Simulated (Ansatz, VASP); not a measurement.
# Two plane-wave programs on TiGe4Mo

File INCAR:

```
SYSTEM = TiGe4Mo
PREC     = Accurate       ! precision mode
ENCUT    = 520            ! plane-wave cutoff, eV
EDIFF    = 1E-6           ! SCF threshold, eV
ISMEAR   = 0              ! smearing method
SIGMA    = 0.1            ! smearing width, eV
LREAL    = .FALSE.        ! projectors in reciprocal space
LASPH    = .TRUE.         ! aspherical terms in the spheres
NELM     = 80             ! most SCF steps
ALGO     = Normal         ! electronic algorithm
ISIF     = 2              ! what is computed and relaxed
LWAVE    = .FALSE.        ! write WAVECAR
LCHARG   = .FALSE.        ! write CHGCAR
GGA      = PE             ! functional
NBANDS   = 50             ! bands
```

Contents of KPOINTS:

```
regular mesh
0
G
  4 4 4
  0 0 0
```

File POSCAR:

```
TiGe4Mo
1.0
    0.0000000000      4.4914265200      4.6325351100
    2.6287964500      0.0000000000      4.6325351100
    2.6287964500      4.4914265200      0.0000000000
Ti Ge Mo
1 4 1
Direct
    0.0000000000      0.0000000000      0.0000000000
    0.6670000000      0.6670000000      0.3330000000
    0.3330000000      0.3330000000      0.6670000000
    0.5830000000      0.5830000000      0.9170000000
    0.9170000000      0.9170000000      0.5830000000
    0.2500000000      0.2500000000      0.2500000000
```

Input for Ansatz:

```yaml
crystal:
  lattice:
    - [0.0, 4.49142652, 4.63253511]
    - [2.62879645, 0.0, 4.63253511]
    - [2.62879645, 4.49142652, 0.0]
  atoms:
    - { symbol: Ti, position: [0.0, 0.0, 0.0] }
    - { symbol: Ge, position: [0.667, 0.667, 0.333] }
    - { symbol: Ge, position: [0.333, 0.333, 0.667] }
    - { symbol: Ge, position: [0.583, 0.583, 0.917] }
    - { symbol: Ge, position: [0.917, 0.917, 0.583] }
    - { symbol: Mo, position: [0.25, 0.25, 0.25] }
basis:
  ecutwfc: 420
kpoints:
  mp_grid: { grid: [4, 4, 4] }
hamiltonian:
  xc: pbe
scf:
  occupations: { method: gaussian, width: 0.1 }
  lower_state_search: "off"
output:
  forces: true
  stress: true
  eigenvalues: true
```

Alike in both runs: task single point; functional PBE; k mesh 4 × 4 × 4; occupations gaussian, width 0.1 eV; no spin polarisation.

```csv
,VASP,Ansatz
version,VASP 6.6.1,Ansatz 0.2.0
potentials or method,"VASP PAW PBE potentials, release 64 (Ti_sv, Ge_d, Mo_sv), cutoff 520 eV","scalar-relativistic, plane waves, PAW"
valence electrons in the cell,82,82
```

Ansatz gave:

| Property | Result |
| --- | --- |
| gap on the k mesh at the Fermi level (eV) | none |
| pressure (GPa) | -12.6 |
| traceless stress, the component that is largest in VASP (GPa) | 1.05 |
| rms of the force components (eV/Å) | 0.051 |

Which values does VASP return?

gap on the k mesh at the Fermi level (eV): none; pressure (GPa): -12.4; traceless stress, the component that is largest in VASP (GPa): 1.02; rms of the force components (eV/Å): 0.052.

Atom by atom the forces differ by 0.001 eV/Å (rms over components). A gap of «none» marks a metal or a gap that the smearing closes. The functional is the same, so the differences come from potentials, cutoffs and numerics.

The k mesh is coarse, so the values compare programs but aren't converged.
